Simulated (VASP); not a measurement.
# Zr8HS16 (a cell with a defect) in VASP: a series of runs

Zr8HS16 (a cell with a defect) is run at these levels: PBE; tasks: single point.

Everything below comes from runs of VASP 6.6.1. Logs are shortened: lines on timing, memory, paths and dates and some standing lists are left out, and cuts for length are marked.

### 1 The cell of the first run

The cell holds a defect, 25 atoms: a = 9.296 Å, b = 9.296 Å, c = 9.750 Å, α = 116.71°, β = 116.71°, γ = 93.27°.

### 2 Single point, PBE

The input, INCAR:

```
ALGO = Normal
EDIFF = 1E-6
ENCUT = 400
GGA = PE
GGA_COMPAT = F
ISIF = 2
ISMEAR = 0
LASPH = T
LCHARG = T
LELF = T
LREAL = F
LVHAR = T
LWAVE = F
NBANDS = 114
NELECT = 192.0
NELM = 120
PREC = Accurate
SIGMA = 0.02
```

The input, KPOINTS:

```
Automatic mesh
0
Gamma
  2 2 2
  0.5 0.5 0.5
```

The input, POSCAR:

```
Zr8HS16
1.0
    0.0000000000      6.3829682806     -6.7579064893
    0.0000000000      6.3829682806      6.7579064893
    7.3704169100     -6.3829682806      0.0000000000
Zr S H
8 16 1
Direct
    0.0092958281      0.0157328807      0.0000025779
    0.1285456016      0.1304528490      0.7492927561
    0.2469338002      0.2455304070      0.4945832840
    0.3792518400      0.3811654504      0.2507113265
    0.4992137940      0.5028391771      0.0000006784
    0.6101578379      0.6154651028      0.7388563044
    0.7523486951      0.7509501851      0.5054186277
    0.8713037006      0.8766097817      0.2611484565
    0.8146628807      0.6003863141      0.2515967580
    0.9389935809      0.7152010496      0.0000021708
    0.0685126148      0.8560522188      0.7523864752
    0.1903260700      0.9758023131      0.5011000117
    0.3161289951      0.1036671917      0.2476151651
    0.4403557152      0.2292990806      0.0000027136
    0.5630692724      0.3487909301      0.7484067818
    0.6892264610      0.4747054400      0.4989014929
    0.0581550479      0.2807989987      0.0000010854
    0.1833977757      0.4013868826      0.7476501082
    0.3046865989      0.5220878019      0.4968341743
    0.4357472228      0.6537389933      0.2523513965
    0.5635135989      0.7753966727      0.0000012211
    0.6907125683      0.8952924929      0.7583827439
    0.8078558056      0.0252566370      0.5031701796
    0.9323319601      0.1369110692      0.2416213386
    1.0032000171      0.5867423457     -0.0000006784
```

Potentials or basis: VASP PAW PBE potentials, release 64 (Zr_sv, S, H).

Started as:

```console
cat potpaw_PBE.64/Zr_sv/POTCAR potpaw_PBE.64/S/POTCAR potpaw_PBE.64/H/POTCAR > POTCAR
mpirun -np 1 vasp_std > vasp.out
```

OUTCAR:

```text
EDIFF = 1E-6
   ENCUT = 400
   GGA = PE
   ISIF = 2
   ISMEAR = 0
   LASPH = T
   LREAL = F
   NELECT = 192.0
   NELM = 120
   PREC = Accurate

 ion  position               nearest neighbor table
   1  0.009  0.016  0.000-  17 2.48  13 2.53  11 2.53  24 2.56  22 2.56  10 2.83   4 3.60   2 3.60
                             3 3.65   7 3.65
   2  0.129  0.130  0.749-  12 2.54  18 2.55  14 2.56  23 2.59  11 2.60  17 2.61   8 3.60   1 3.60
                             3 3.64   5 3.65   4 3.70   7 3.73
   3  0.247  0.246  0.495-  13 2.57  12 2.57  24 2.57  19 2.58  15 2.59  18 2.59   6 3.60   2 3.64
                             1 3.65   8 3.69   5 3.73   4 3.73
   4  0.379  0.381  0.251-  16 2.54  20 2.55  14 2.56  19 2.59  13 2.60  17 2.61   6 3.60   1 3.60
                             7 3.64   5 3.65   2 3.70   3 3.73
   5  0.499  0.503  0.000-  21 2.57  14 2.57  18 2.58  20 2.58  15 2.58   9 2.58   6 3.64   8 3.64
                             2 3.65   4 3.65   3 3.73   7 3.73
   6  0.610  0.615  0.739-  19 2.50  15 2.54  21 2.56  22 2.56  16 2.57  10 2.69   4 3.60   3 3.60
                             5 3.64   7 3.69   8 3.85
   7  0.752  0.751  0.505-  11 2.57  16 2.57  22 2.57  23 2.58   9 2.59  20 2.59   8 3.60   4 3.64
                             1 3.65   6 3.69   5 3.73   2 3.73
   8  0.871  0.877  0.261-  23 2.50   9 2.54  21 2.56  24 2.56  12 2.57  10 2.69   2 3.60   7 3.60
                             5 3.64   3 3.69   6 3.85
   9  0.815  0.600  0.252-   8 2.54   5 2.58   7 2.59
  10  0.939  0.715  0.000-  25 1.37   6 2.69   8 2.69   1 2.83
  11  0.069  0.856  0.752-   1 2.53   7 2.57   2 2.60
  12  0.190  0.976  0.501-   2 2.54   3 2.57   8 2.57
  13  0.316  0.104  0.248-   1 2.53   3 2.57   4 2.60
  14  0.440  0.229  0.000-   2 2.56   4 2.56   5 2.57
  15  0.563  0.349  0.748-   6 2.54   5 2.58   3 2.59
  16  0.689  0.475  0.499-   4 2.54   7 2.57   6 2.57
  17  0.058  0.281  0.000-   1 2.48   4 2.61   2 2.61
  18  0.183  0.401  0.748-   2 2.55   5 2.58   3 2.59
  19  0.305  0.522  0.497-   6 2.50   3 2.58   4 2.59
  20  0.436  0.654  0.252-   4 2.55   5 2.58   7 2.59
  21  0.564  0.775  0.000-   6 2.56   8 2.56   5 2.57
  22  0.691  0.895  0.758-   1 2.56   6 2.56   7 2.57
  23  0.808  0.025  0.503-   8 2.50   7 2.58   2 2.59
  24  0.932  0.137  0.242-   1 2.56   8 2.56   3 2.57
  25  0.003  0.587  1.000-  10 1.37

  LATTYP: Found a face centered orthorhombic cell.
 ALAT       =    12.7659365612
 B/A-ratio  =     1.0587404155
 C/A-ratio  =     1.1547005384

  Lattice vectors:

 A1 = (   7.3704169100,   0.0000000000,   6.7579064893)
 A2 = (   7.3704169100,   6.3829682806,   0.0000000000)
 A3 = (   0.0000000000,   6.3829682806,   6.7579064893)

Analysis of symmetry for initial positions (statically):
=====================================================================
 Subroutine PRICEL returns:
 Original cell was already a primitive cell.

 Routine SETGRP: Setting up the symmetry group for a
 face centered orthorhombic supercell.

 Subroutine GETGRP returns: Found  2 space group operations
 (whereof  2 operations were pure point group operations)
 out of a pool of  8 trial point group operations.

The static configuration has the point symmetry C_1h.

Analysis of symmetry for dynamics (positions and initial velocities):
=====================================================================
 Subroutine PRICEL returns:
 Original cell was already a primitive cell.

 Routine SETGRP: Setting up the symmetry group for a
 face centered orthorhombic supercell.

 Subroutine GETGRP returns: Found  2 space group operations
 (whereof  2 operations were pure point group operations)
 out of a pool of  8 trial point group operations.

The dynamic configuration has the point symmetry C_1h.

 Subroutine INISYM returns: Found  2 space group operations
 (whereof  2 operations are pure point group operations),
 and found     1 'primitive' translations

----------------------------------------------------------------------------------------

                                     Primitive cell

  volume of cell :     635.8533

  direct lattice vectors                    reciprocal lattice vectors
     0.000000000  6.382968281 -6.757906489     0.067838768  0.078333461 -0.073987410
     0.000000000  6.382968281  6.757906489     0.067838768  0.078333461  0.073987410
     7.370416910 -6.382968281  0.000000000     0.135677535  0.000000000  0.000000000

  length of vectors
     9.295783140  9.295783140  9.750145101     0.127327791  0.127327791  0.135677535

  position of ions in fractional coordinates (direct lattice)
     0.009295828  0.015732881  0.000002578
     0.128545602  0.130452849  0.749292756
     0.246933800  0.245530407  0.494583284
     0.379251840  0.381165450  0.250711327
     0.499213794  0.502839177  0.000000678
     0.610157838  0.615465103  0.738856304
[... 17 lines left out ...]
     0.932331960  0.136911069  0.241621339
     0.003200017  0.586742346  0.999999322

  ion indices of the primitive-cell ions
   primitive index   ion index
                 1           1
                 2           2
                 3           3
                 4           4
                 5           5
                 6           6
[... 17 lines left out ...]
                24          24
                25          25

----------------------------------------------------------------------------------------

 KPOINTS: Automatic mesh

Automatic generation of k-mesh.
 Grid dimensions read from file:
 generate k-points for:    2    2    2

 Generating k-lattice:

  Cartesian coordinates                     Fractional coordinates (reciprocal lattice)
     0.033919384  0.039166731 -0.036993705     0.500000000  0.000000000  0.000000000
     0.033919384  0.039166731  0.036993705     0.000000000  0.500000000  0.000000000
     0.067838768  0.000000000  0.000000000     0.000000000  0.000000000  0.500000000

  Length of vectors
     0.063663896  0.063663896  0.067838768

  Shift w.r.t. Gamma in fractional coordinates (k-lattice)
     0.500000000  0.500000000  0.500000000

 Subroutine IBZKPT returns following result:
 ===========================================

 Found      3 irreducible k-points:

 Following reciprocal coordinates:
            Coordinates               Weight
  0.250000  0.250000  0.250000      2.000000
 -0.250000  0.250000  0.250000      4.000000
 -0.250000 -0.250000  0.250000      2.000000
   k-points           NKPTS =      3   k-points in BZ     NKDIM =      3   number of bands    NBANDS=    114
   number of dos      NEDOS =    301   number of ions     NIONS =     25
   total plane-waves  NPLWV = 262144
   dimension x,y,z NGX =    64 NGY =   64 NGZ =   64
   dimension x,y,z NGXF=   128 NGYF=  128 NGZF=  128
   ions per type =               8  16   1
   NGX,Y,Z   is equivalent  to a cutoff of  11.45, 11.45, 10.91 a.u.
   NGXF,Y,Z  is equivalent  to a cutoff of  22.89, 22.89, 21.82 a.u.
 SYSTEM =  unknown system
   PREC   = accura    normal or accurate (medium, high low for compatibility)
   ISTART =      0    job   : 0-new  1-cont  2-samecut
   ICHARG =      2    charge: 1-file 2-atom 10-const
   ISPIN  =      1    spin polarized calculation?
   LNONCOLLINEAR =      F non collinear calculations
   LSORBIT =      F    spin-orbit coupling
   LASPH  =      T    aspherical Exc in radial PAW
   ENCUT  =  400.0 eV  29.40 Ry    5.42 a.u.  15.16 15.16 15.90*2*pi/ulx,y,z
   NELM   =    120;   NELMIN=  2; NELMDL= -5     # of ELM steps
   EDIFF  = 0.1E-05   stopping-criterion for ELM
   LREAL  =      F    real-space projection
   EDIFFG = 0.1E-04   stopping-criterion for IOM
   NSW    =      0    number of steps for IOM
   IBRION =     -1    ionic relax: 0-MD 1-quasi-New 2-CG
   NFREE  =      0    steps in history (QN), initial steepest desc. (CG)
   ISIF   =      2    stress and relaxation
   ISYM   =      2    0-nonsym 1-usesym 2-fastsym
   POTIM  = 0.5000    time-step for ionic-motion
   TEBEG  =    0.0;   TEEND  =   0.0 temperature during run
   PSTRESS=    0.0 pullay stress
   NELECT =     192.0000    total number of electrons
   NUPDOWN=      -1.0000    fix difference up-down
   EMIN   =  10.00;   EMAX   =-10.00  energy-range for DOS
   EFERMI =   0.00;   METHOD = LEGACY
   ISMEAR =     0;   SIGMA  =   0.02  broadening in eV -4-tet -1-fermi 0-gaus
   EFERMI_NEDOS =   21; number of points for ismear=-14 and -15
   IALGO  =     38    algorithm
   IMIX   =      4    mixing-type and parameters
     AMIX     =   0.40;   BMIX     =  1.00
     AMIX_MAG =   1.60;   BMIX_MAG =  1.00
  volume/ion in A,a.u.               =      25.43       171.64
  Fermi-wavevector in a.u.,A,eV,Ry     =   1.098305  2.075495 16.412351  1.206274
  Thomas-Fermi vector in A             =   2.234680
   LORBIT       =      0    0 simple, 1 ext, 2 COOP (PROOUT), +10 PAW based schemes
   GGA     = PE    functional components
   LHFCALC =     F    Hartree Fock is set to
   AEXX    =    0.0000 exact exchange contribution
   IVDW    =     0    specifies the selected vdW correction
   LEPSILON=     F    determine dielectric tensor
   LRPA    =     F    only Hartree local field effects (RPA)
 non-spin polarized calculation
 Gauss-broadening in eV      SIGMA  =   0.02
  energy-cutoff  :      400.00
  volume of cell :      635.85
 maximum number of plane-waves:     11576
 NGX is ok and might be reduce to    64
   NGX = 31   NGY = 31   NGZ = 31

 number of electron     191.9999992 magnetization

 Free energy of the ion-electron system (eV)
  ---------------------------------------------------
  ext. energy  EPLUGINS =         0.00000000
  ---------------------------------------------------
  free energy    TOTEN  =      -178.42532144 eV

  energy without entropy =     -178.42532144  energy(sigma->0) =     -178.42532144

 E-fermi :   2.7589     XC(G=0):  -8.6398

 val. band max:        2.6660014998   @ k =  -0.2500  -0.2500   0.2500
 cond. band min:       4.2009430582   @ k =   0.2500   0.2500   0.2500
 fundamental gap:      1.5349415583
 Fermi energy:         2.7589188087

 k-point     1 :       0.2500    0.2500    0.2500
  band No.  band energies     occupation
      1     -45.9278      2.00000
      2     -45.9080      2.00000
      3     -45.9077      2.00000
      4     -45.8972      2.00000
      5     -45.8937      2.00000
      6     -45.8906      2.00000
[... 100 lines left out ...]
    107       5.7192      0.00000
    108       5.7928      0.00000

 k-point     2 :      -0.2500    0.2500    0.2500
  band No.  band energies     occupation
      1     -45.9278      2.00000
      2     -45.9093      2.00000
      3     -45.9058      2.00000
      4     -45.8979      2.00000
      5     -45.8939      2.00000
      6     -45.8900      2.00000
[... 100 lines left out ...]
    107       5.4055      0.00000
    108       5.6102      0.00000

 k-point     3 :      -0.2500   -0.2500    0.2500
  band No.  band energies     occupation
      1     -45.9278      2.00000
      2     -45.9080      2.00000
      3     -45.9077      2.00000
      4     -45.8972      2.00000
      5     -45.8937      2.00000
      6     -45.8906      2.00000
[... 100 lines left out ...]
    107       5.5544      0.00000
    108       5.6832      0.00000
 [bands above 108 left out]

------------------------ aborting loop because EDIFF is reached ----------------------------------------

  FORCE on cell =-STRESS in cart. coord.  units (eV):
  Direction    XX          YY          ZZ          XY          YZ          ZX
  --------------------------------------------------------------------------------------
  -------------------------------------------------------------------------------------
  Total       -5.9581453     -5.8833847    -10.0652057      0.0000000     -0.8584461      0.0000000
  in kB      -15.0129059    -14.8245293    -25.3615810      0.0000000     -2.1630507      0.0000000
  external PRESSURE =     -18.3996721 kB  Pullay stress =       0.0000000 kB

 VOLUME and BASIS-vectors are now :
 -----------------------------------------------------------------------------
  energy-cutoff  :      400.00
  volume of cell :      635.85
      direct lattice vectors                 reciprocal lattice vectors
     0.000000000  6.382968281 -6.757906489     0.067838768  0.078333461 -0.073987410
     0.000000000  6.382968281  6.757906489     0.067838768  0.078333461  0.073987410
     7.370416910 -6.382968281  0.000000000     0.135677535  0.000000000  0.000000000

 POSITION                                       TOTAL-FORCE (eV/Angst)
 -----------------------------------------------------------------------------------
      0.00002      0.15974      0.04350         0.000000     -0.019394     -0.028450
      5.52260     -3.12953      0.01289         0.012398     -0.010375     -0.058004
      3.64528     -0.01353     -0.00948        -0.005449     -0.028023     -0.011430
      1.84785      3.25344      0.01293        -0.012398     -0.010375     -0.058004
      0.00001      6.39607      0.02450         0.000000     -0.007619      0.004634
      5.44568      3.10702      0.03587        -0.026156     -0.009854      0.081516
[... 17 lines left out ...]
      1.78085      5.28268     -5.37538        -0.000487      0.011762      0.016206
      7.37041     -2.61738      3.94352         0.000000      0.193456      0.144108
 -----------------------------------------------------------------------------------
    total drift:                               -0.269107     -0.000321      0.001232

  FREE ENERGIE OF THE ION-ELECTRON SYSTEM (eV)
  ---------------------------------------------------
  free  energy   TOTEN  =      -178.4253214437 eV

  energy  without entropy=     -178.4253214437  energy(sigma->0) =     -178.42532144
```

Wall time 9.1 min (1 thread of Intel Xeon 8259CL, shared host); peak memory 0.62 GiB.

What came out:

```yaml
Free_energy: -178.4253 eV
Largest_force: 0.241 eV/Å
```

Forces in eV/Å, atoms in the order of the input:
```
Zr   0.000 -0.019 -0.028
Zr   0.012 -0.010 -0.058
Zr  -0.005 -0.028 -0.011
Zr  -0.012 -0.010 -0.058
Zr   0.000 -0.008  0.005
Zr  -0.026 -0.010  0.082
Zr   0.005 -0.028 -0.011
Zr   0.026 -0.010  0.082
S   -0.002  0.023 -0.008
S    0.000  0.040  0.015
S   -0.012 -0.017 -0.046
S   -0.020 -0.013 -0.020
S    0.012 -0.017 -0.046
S    0.000  0.000 -0.050
S    0.002  0.023 -0.008
S    0.020 -0.013 -0.020
S    0.000 -0.022 -0.053
S   -0.001 -0.027 -0.008
S   -0.026 -0.015  0.017
S    0.001 -0.027 -0.008
S    0.000 -0.014  0.041
S    0.000  0.012  0.016
S    0.026 -0.015  0.017
S    0.000  0.012  0.016
H    0.000  0.193  0.144
```

Caveat: the cell carries a net charge on a neutralising background, which shifts energy and pressure; the cell is charged against a uniform background, so pressure and absolute levels hang on convention.

(Continued in part 2 of 2.)
